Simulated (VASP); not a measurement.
Write the native input for VASP 6.6.1 that does the following.

```
Task                   : single point
Functional             : r2SCAN
Potentials or basis    : VASP PAW PBE potentials, release 64 (B, Al, P)
Cutoff                 : 520 eV
k mesh                 : 8 × 8 × 4
Occupations            : gaussian, width 0.01 eV
Spin                   : no spin polarisation
Dipole correction      : no
Further INCAR settings : ALGO = Normal; EDIFF = 1e-06; NBANDS = 26
```

Crystal: Al3BP4.

```xyz
8
Lattice="6.1657 -1.8448 0.0297 6.1657 1.8448 0.0297 -1.0905 0.0000 6.3910" Properties=species:S:1:pos:R:3 pbc="T T T"
B    -0.0089    0.0000   -0.0320
Al    5.6085    0.0000    3.2318
Al    2.2971    0.0000    4.8874
Al    8.9438    0.0000    1.5493
P     6.6363    0.0000    1.0180
P    -0.0562    0.0000    4.6178
P     9.2688    0.0000    6.0833
P     3.2982    0.0000    2.8039
```

One way to write it, as run:

POSCAR

```
Al3BP4
1.0
    6.1656909052     -1.8447831363      0.0297334774
    6.1656909052      1.8447831363      0.0297334774
   -1.0904634143      0.0000000000      6.3910057457
B Al P
1 3 4
Direct
   -0.0011609864     -0.0011609864     -0.0049900615
    0.4991226052      0.4991226052      0.5010275118
    0.2537008434      0.2537008434      0.7623715966
    0.7461128139      0.7461128139      0.2354749578
    0.5517983475      0.5517983475      0.1541558206
    0.0592921350      0.0592921350      0.7220005506
    0.8351288450      0.8351288450      0.9440754182
    0.3060053964      0.3060053964      0.4358842059
```

INCAR.step1

```
SYSTEM = Al3BP4
  PREC = Accurate
  ENCUT = 520
  ISMEAR = 0
  SIGMA = 0.01
  LREAL = .False.
  LASPH = .True.
  NELM = 60
  NBANDS = 26
  GGA = PE
  ALGO = Normal
  EDIFF = 1E-4
  LWAVE = .True.
  LCHARG = .False.
```

INCAR.step2

```
SYSTEM = Al3BP4
  PREC = Accurate
  ENCUT = 520
  EDIFF = 1E-6
  ISMEAR = 0
  SIGMA = 0.01
  LREAL = .False.
  LASPH = .True.
  NELM = 60
  ALGO = Normal
  ISIF = 2
  LWAVE = .False.
  LCHARG = .False.
  METAGGA = R2SCAN
  LMIXTAU = .True.
  NBANDS = 26
  ISTART = 1
```

KPOINTS

```
regular mesh
0
Gamma
  8 8 4
  0 0 0
```

Potentials or basis: VASP PAW PBE potentials, release 64 (B, Al, P).

Launch:

```console
$ cat potpaw_PBE.64/B/POTCAR potpaw_PBE.64/Al/POTCAR potpaw_PBE.64/P/POTCAR > POTCAR
$ cp INCAR.step1 INCAR
$ mpirun -np 1 vasp_std > vasp.out
$ cp INCAR.step2 INCAR
$ mpirun -np 1 vasp_std > vasp.out
```

It gave:

```
Pressure               : -0.4 GPa
Largest force          : 0.023 eV/Å
Band gap on the k mesh : 1.39 eV (least direct gap 1.68 eV)
```

Caveat: the PAW data sets were made with another functional, which shifts forces and pressure a little.

It took 8.9 min on 1 thread of Intel(R) Xeon(R) 6975P-C (Granite Rapids), with other jobs on the host, peak memory 0.52 GiB.
